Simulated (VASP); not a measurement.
# MgAuC4N4 (P-43m) in VASP: further runs

Runs on MgAuC4N4. Level: PBE. Tasks: single point.

All numbers are computed with VASP 6.6.1; they aren't measurements. Logs are shortened: lines on timing, memory, paths and dates and some standing lists are left out, and cuts for length are marked.

## (1) The cell of the first run

It takes space group P-43m (No. 215, cubic). Conventional cell: a = 5.955 Å, b = 5.955 Å, c = 5.955 Å, α = 90.00°, β = 90.00°, γ = 90.00°. Mg (site symmetry -43m) has 4 C at 1.98 Å within 2.6 Å. C (site symmetry 3m) has 1 N at 1.17 Å within 1.6 Å. Au (site symmetry -43m) has 4 N at 2.01 Å within 2.7 Å. Within 1.6 Å of N (site symmetry 3m) lie 1 C at 1.17 Å.

## (2) Single point, PBE

INCAR reads:

```
ALGO     = Normal         # electronic algorithm
EDIFF    = 1E-6           # SCF threshold, eV
ENCUT    = 520            # plane-wave cutoff, eV
GGA      = PE             # functional
ISIF     = 2              # what is computed and relaxed
ISMEAR   = 0              # smearing method
LASPH    = T              # aspherical terms in the spheres
LCHARG   = T              # write CHGCAR
LELF     = T              # ELF
LREAL    = F              # projectors in reciprocal space
LVHAR    = T            
LWAVE    = F              # write WAVECAR
NBANDS   = 36             # bands
NELM     = 80             # most SCF steps
PREC     = Accurate       # precision mode
SIGMA    = 0.1            # smearing width, eV
```

KPOINTS reads:

```
k-points
0
Gamma
  4 4 4
```

POSCAR reads:

```
MgAuC4N4
1.0
    5.9553680300      0.0000000000      0.0000000000
    0.0000000000      5.9553680300      0.0000000000
    0.0000000000      0.0000000000      5.9553680300
Mg C Au N
1 4 1 4
Direct
    0.0000000000      0.0000000000      0.0000000000
    0.1919534700      0.1919534700      0.1919534700
    0.1919534700      0.8080465300      0.8080465300
    0.8080465300      0.1919534700      0.8080465300
    0.8080465300      0.8080465300      0.1919534700
    0.5000000000      0.5000000000      0.5000000000
    0.3053805100      0.3053805100      0.3053805100
    0.3053805100      0.6946194900      0.6946194900
    0.6946194900      0.3053805100      0.6946194900
    0.6946194900      0.6946194900      0.3053805100
```

Potentials or basis: VASP PAW PBE potentials, release 64 (Mg, C, Au, N).

Started as:

```sh
$ cat potpaw_PBE.64/Mg/POTCAR potpaw_PBE.64/C/POTCAR potpaw_PBE.64/Au/POTCAR potpaw_PBE.64/N/POTCAR > POTCAR
$ mpirun -np 1 vasp_std > vasp.out
```

OUTCAR:

```text
EDIFF = 1E-6
   ENCUT = 520
   GGA = PE
   ISIF = 2
   ISMEAR = 0
   LASPH = T
   LREAL = F
   NELM = 80
   PREC = Accurate

 ion  position               nearest neighbor table
   1  0.000  0.000  0.000-   2 1.98   3 1.98   4 1.98   5 1.98
   2  0.192  0.192  0.192-   7 1.17   1 1.98
   3  0.192  0.808  0.808-   8 1.17   1 1.98
   4  0.808  0.192  0.808-   9 1.17   1 1.98
   5  0.808  0.808  0.192-  10 1.17   1 1.98
   6  0.500  0.500  0.500-   7 2.01   8 2.01   9 2.01  10 2.01
   7  0.305  0.305  0.305-   2 1.17   6 2.01
   8  0.305  0.695  0.695-   3 1.17   6 2.01
   9  0.695  0.305  0.695-   4 1.17   6 2.01
  10  0.695  0.695  0.305-   5 1.17   6 2.01

  LATTYP: Found a simple cubic cell.
 ALAT       =     5.9553680300

  Lattice vectors:

 A1 = (   5.9553680300,   0.0000000000,   0.0000000000)
 A2 = (   0.0000000000,   5.9553680300,   0.0000000000)
 A3 = (   0.0000000000,   0.0000000000,   5.9553680300)

Analysis of symmetry for initial positions (statically):
=====================================================================
 Subroutine PRICEL returns:
 Original cell was already a primitive cell.

 Routine SETGRP: Setting up the symmetry group for a
 simple cubic supercell.

 Subroutine GETGRP returns: Found 24 space group operations
 (whereof 24 operations were pure point group operations)
 out of a pool of 48 trial point group operations.

The static configuration has the point symmetry T_d .

Analysis of symmetry for dynamics (positions and initial velocities):
=====================================================================
 Subroutine PRICEL returns:
 Original cell was already a primitive cell.

 Routine SETGRP: Setting up the symmetry group for a
 simple cubic supercell.

 Subroutine GETGRP returns: Found 24 space group operations
 (whereof 24 operations were pure point group operations)
 out of a pool of 48 trial point group operations.

The dynamic configuration has the point symmetry T_d .

 Subroutine INISYM returns: Found 24 space group operations
 (whereof 24 operations are pure point group operations),
 and found     1 'primitive' translations

----------------------------------------------------------------------------------------

                                     Primitive cell

  volume of cell :     211.2155

  direct lattice vectors                    reciprocal lattice vectors
     5.955368030  0.000000000  0.000000000     0.167915735  0.000000000  0.000000000
     0.000000000  5.955368030  0.000000000     0.000000000  0.167915735  0.000000000
     0.000000000  0.000000000  5.955368030     0.000000000  0.000000000  0.167915735

  length of vectors
     5.955368030  5.955368030  5.955368030     0.167915735  0.167915735  0.167915735

  position of ions in fractional coordinates (direct lattice)
     0.000000000  0.000000000  0.000000000
     0.191953470  0.191953470  0.191953470
     0.191953470  0.808046530  0.808046530
     0.808046530  0.191953470  0.808046530
     0.808046530  0.808046530  0.191953470
     0.500000000  0.500000000  0.500000000
     0.305380510  0.305380510  0.305380510
     0.305380510  0.694619490  0.694619490
     0.694619490  0.305380510  0.694619490
     0.694619490  0.694619490  0.305380510

  ion indices of the primitive-cell ions
   primitive index   ion index
                 1           1
                 2           2
                 3           3
                 4           4
                 5           5
                 6           6
                 7           7
                 8           8
                 9           9
                10          10

----------------------------------------------------------------------------------------

 KPOINTS: k-points

Automatic generation of k-mesh.
 Grid dimensions read from file:
 generate k-points for:    4    4    4

 Generating k-lattice:

  Cartesian coordinates                     Fractional coordinates (reciprocal lattice)
     0.041978934  0.000000000  0.000000000     0.250000000  0.000000000  0.000000000
     0.000000000  0.041978934  0.000000000     0.000000000  0.250000000  0.000000000
     0.000000000  0.000000000  0.041978934     0.000000000  0.000000000  0.250000000

  Length of vectors
     0.041978934  0.041978934  0.041978934

  Shift w.r.t. Gamma in fractional coordinates (k-lattice)
     0.000000000  0.000000000  0.000000000

 Subroutine IBZKPT returns following result:
 ===========================================

 Found     10 irreducible k-points:

 Following reciprocal coordinates:
            Coordinates               Weight
  0.000000  0.000000  0.000000      1.000000
  0.250000  0.000000  0.000000      6.000000
  0.500000  0.000000  0.000000      3.000000
  0.250000  0.250000  0.000000     12.000000
  0.500000  0.250000  0.000000     12.000000
  0.500000  0.500000  0.000000      3.000000
  0.250000  0.250000  0.250000      8.000000
  0.500000  0.250000  0.250000     12.000000
  0.500000  0.500000  0.250000      6.000000
  0.500000  0.500000  0.500000      1.000000
   k-points           NKPTS =     10   k-points in BZ     NKDIM =     10   number of bands    NBANDS=     36
   number of dos      NEDOS =    301   number of ions     NIONS =     10
   total plane-waves  NPLWV = 110592
   dimension x,y,z NGX =    48 NGY =   48 NGZ =   48
   dimension x,y,z NGXF=    96 NGYF=   96 NGZF=   96
   ions per type =               1   4   1   4
   NGX,Y,Z   is equivalent  to a cutoff of  13.40, 13.40, 13.40 a.u.
   NGXF,Y,Z  is equivalent  to a cutoff of  26.80, 26.80, 26.80 a.u.
 SYSTEM =  unknown system
   PREC   = accura    normal or accurate (medium, high low for compatibility)
   ISTART =      0    job   : 0-new  1-cont  2-samecut
   ICHARG =      2    charge: 1-file 2-atom 10-const
   ISPIN  =      1    spin polarized calculation?
   LNONCOLLINEAR =      F non collinear calculations
   LSORBIT =      F    spin-orbit coupling
   LASPH  =      T    aspherical Exc in radial PAW
   ENCUT  =  520.0 eV  38.22 Ry    6.18 a.u.  11.07 11.07 11.07*2*pi/ulx,y,z
   NELM   =     80;   NELMIN=  2; NELMDL= -5     # of ELM steps
   EDIFF  = 0.1E-05   stopping-criterion for ELM
   LREAL  =      F    real-space projection
   EDIFFG = 0.1E-04   stopping-criterion for IOM
   NSW    =      0    number of steps for IOM
   IBRION =     -1    ionic relax: 0-MD 1-quasi-New 2-CG
   NFREE  =      0    steps in history (QN), initial steepest desc. (CG)
   ISIF   =      2    stress and relaxation
   ISYM   =      2    0-nonsym 1-usesym 2-fastsym
   POTIM  = 0.5000    time-step for ionic-motion
   TEBEG  =    0.0;   TEEND  =   0.0 temperature during run
   PSTRESS=    0.0 pullay stress
   NELECT =      49.0000    total number of electrons
   NUPDOWN=      -1.0000    fix difference up-down
   EMIN   =  10.00;   EMAX   =-10.00  energy-range for DOS
   EFERMI =   0.00;   METHOD = LEGACY
   ISMEAR =     0;   SIGMA  =   0.10  broadening in eV -4-tet -1-fermi 0-gaus
   EFERMI_NEDOS =   21; number of points for ismear=-14 and -15
   IALGO  =     38    algorithm
   IMIX   =      4    mixing-type and parameters
     AMIX     =   0.40;   BMIX     =  1.00
     AMIX_MAG =   1.60;   BMIX_MAG =  1.00
  volume/ion in A,a.u.               =      21.12       142.54
  Fermi-wavevector in a.u.,A,eV,Ry     =   1.005923  1.900920 13.767489  1.011882
  Thomas-Fermi vector in A             =   2.138633
   LORBIT       =      0    0 simple, 1 ext, 2 COOP (PROOUT), +10 PAW based schemes
   GGA     = PE    functional components
   LHFCALC =     F    Hartree Fock is set to
   AEXX    =    0.0000 exact exchange contribution
   IVDW    =     0    specifies the selected vdW correction
   LEPSILON=     F    determine dielectric tensor
   LRPA    =     F    only Hartree local field effects (RPA)
 non-spin polarized calculation
 Gauss-broadening in eV      SIGMA  =   0.10
  energy-cutoff  :      520.00
  volume of cell :      211.22
 maximum number of plane-waves:      5716
 NGX is ok and might be reduce to    48
   NGX = 23   NGY = 23   NGZ = 23

 number of electron      48.9999993 magnetization

 Free energy of the ion-electron system (eV)
  ---------------------------------------------------
  ext. energy  EPLUGINS =         0.00000000
  ---------------------------------------------------
  free energy    TOTEN  =       -67.85626139 eV

  energy without entropy =      -67.77995212  energy(sigma->0) =      -67.81810676

 E-fermi :  -1.9569     XC(G=0):  -7.0422

 val. band max:       -1.9925813683   @ k =   0.5000   0.2500   0.0000
 cond. band min:      -1.9431495710   @ k =   0.5000   0.0000   0.0000
 fundamental gap:      0.0494317973
 Fermi energy:        -1.9568968340

 k-point     1 :       0.0000    0.0000    0.0000
  band No.  band energies     occupation
      1     -18.6690      2.00000
      2     -18.5387      2.00000
      3     -18.5387      2.00000
      4     -18.5387      2.00000
      5      -9.7390      2.00000
      6      -9.1613      2.00000
[... 28 lines left out ...]
     35       6.1169      0.00000
     36       8.1437      0.00000

 k-point     2 :       0.2500    0.0000    0.0000
  band No.  band energies     occupation
      1     -18.6557      2.00000
      2     -18.5521      2.00000
      3     -18.5387      2.00000
      4     -18.5387      2.00000
      5      -9.6874      2.00000
      6      -9.2315      2.00000
[... 28 lines left out ...]
     35       6.0054      0.00000
     36       7.1505      0.00000
[... 271 lines left out ...]
     35       6.4402      0.00000
     36       6.4402      0.00000

 k-point    10 :       0.5000    0.5000    0.5000
  band No.  band energies     occupation
      1     -18.6228      2.00000
      2     -18.5529      2.00000
      3     -18.5529      2.00000
      4     -18.5529      2.00000
      5      -9.7821      2.00000
      6      -9.1535      2.00000
[... 28 lines left out ...]
     35       6.4450      0.00000
     36       6.4450      0.00000

------------------------ aborting loop because EDIFF is reached ----------------------------------------

  FORCE on cell =-STRESS in cart. coord.  units (eV):
  Direction    XX          YY          ZZ          XY          YZ          ZX
  --------------------------------------------------------------------------------------
  -------------------------------------------------------------------------------------
  Total       10.7768690     10.7768690     10.7768690      0.0000000      0.0000000     -0.0000000
  in kB       81.7480441     81.7480441     81.7480441      0.0000000      0.0000000     -0.0000000
  external PRESSURE =      81.7480441 kB  Pullay stress =       0.0000000 kB

 VOLUME and BASIS-vectors are now :
 -----------------------------------------------------------------------------
  energy-cutoff  :      520.00
  volume of cell :      211.22
      direct lattice vectors                 reciprocal lattice vectors
     5.955368030  0.000000000  0.000000000     0.167915735  0.000000000  0.000000000
     0.000000000  5.955368030  0.000000000     0.000000000  0.167915735  0.000000000
     0.000000000  0.000000000  5.955368030     0.000000000  0.000000000  0.167915735

 POSITION                                       TOTAL-FORCE (eV/Angst)
 -----------------------------------------------------------------------------------
      0.00000      0.00000      0.00000         0.000000      0.000000     -0.000000
      1.14315      1.14315      1.14315         1.103988      1.103988      1.103988
      1.14315      4.81221      4.81221         1.103988     -1.103988     -1.103988
      4.81221      1.14315      4.81221        -1.103988      1.103988     -1.103988
      4.81221      4.81221      1.14315        -1.103988     -1.103988      1.103988
      2.97768      2.97768      2.97768         0.000000      0.000000     -0.000000
      1.81865      1.81865      1.81865        -0.787894     -0.787894     -0.787894
      1.81865      4.13671      4.13671        -0.787894      0.787894      0.787894
      4.13671      1.81865      4.13671         0.787894     -0.787894      0.787894
      4.13671      4.13671      1.81865         0.787894      0.787894     -0.787894
 -----------------------------------------------------------------------------------
    total drift:                               -0.000000     -0.000000     -0.000000

  FREE ENERGIE OF THE ION-ELECTRON SYSTEM (eV)
  ---------------------------------------------------
  free  energy   TOTEN  =       -67.8562613932 eV

  energy  without entropy=      -67.7799521194  energy(sigma->0) =      -67.81810676
```

Wall time 47 s (1 thread of Intel Xeon 6975P-C (Granite Rapids), shared host); peak memory 0.36 GiB.

Results:

| Item | Value |
| --- | --- |
| Free energy | -67.8563 eV |
| Pressure | 8.2 GPa |
| Largest force | 1.912 eV/Å |
| Band gap on the k mesh | zero (an odd number of electrons rules out a gap without spin polarisation) |

Forces on the atoms (eV/Å):
```
Mg   0.000  0.000  0.000
C    1.104  1.104  1.104
C    1.104 -1.104 -1.104
C   -1.104  1.104 -1.104
C   -1.104 -1.104  1.104
Au   0.000  0.000  0.000
N   -0.788 -0.788 -0.788
N   -0.788  0.788  0.788
N    0.788 -0.788  0.788
N    0.788  0.788 -0.788
```

Caveat: the cell stands under pressure; spin-orbit coupling is left out, which moves the levels of the heavy elements; forces of over 1 eV/Å act on the atoms, so gaps and moduli don't describe the material at rest.

[end of part 1 of 2]

The gap in the log of VASP goes by the Fermi energy; the results here count the filled bands.